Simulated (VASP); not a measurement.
Write the native input for VASP 6.6.1 that does the following.

```yaml
Task: single point
Functional: PBE
Dispersion: D3(BJ)
Potentials_or_basis: VASP PAW PBE potentials, release 64 (H)
Cutoff: 520 eV
k_mesh: 11 × 11 × 11
Occupations: fermi-dirac, width 0.05 eV
Spin: no spin polarisation
Dipole_correction: no
Further_INCAR_settings: ALGO = Normal; EDIFF = 1e-06; NBANDS = 8
```

The structure of H lies in POSCAR:

```
H
1.0
   -1.7002098941      1.7002098941      2.1303706392
    1.7002098941     -1.7002098941      2.1303706392
    1.7002098941      1.7002098941     -2.1303706392
H
2
Direct
    0.0881228884      0.0881228884      0.0000000000
    0.9118771116      0.9118771116      0.0000000000
```

The input as run:

INCAR

```
  PREC = Accurate
  ENCUT = 520
  EDIFF = 1E-6
  ISMEAR = -1
  SIGMA = 0.05
  LREAL = False
  LASPH = True
  NELM = 80
  ALGO = Normal
  ISIF = 2
  LWAVE = False
  LCHARG = False
  GGA = PE
  IVDW = 12
  NBANDS = 8
```

KPOINTS

```
Automatic mesh
0
Gamma
  11 11 11
```

Potentials or basis: VASP PAW PBE potentials, release 64 (H).

Launch:

```console
$ cat potpaw_PBE.64/H/POTCAR > POTCAR
$ mpirun -np 1 vasp_std > vasp.out
```

It gave:

| Item | Value |
| --- | --- |
| Pressure | -0.2 GPa |
| Largest force | 0.014 eV/Å |
| Band gap on the k mesh | 9.07 eV, indirect (least direct gap 9.79 eV) |
| Dispersion energy per atom | -0.018 eV |

Caveat: three body term missing.

Run time: 25 s on 1 thread of Intel Xeon 6975P-C (shared host), peak memory 0.15 GiB.
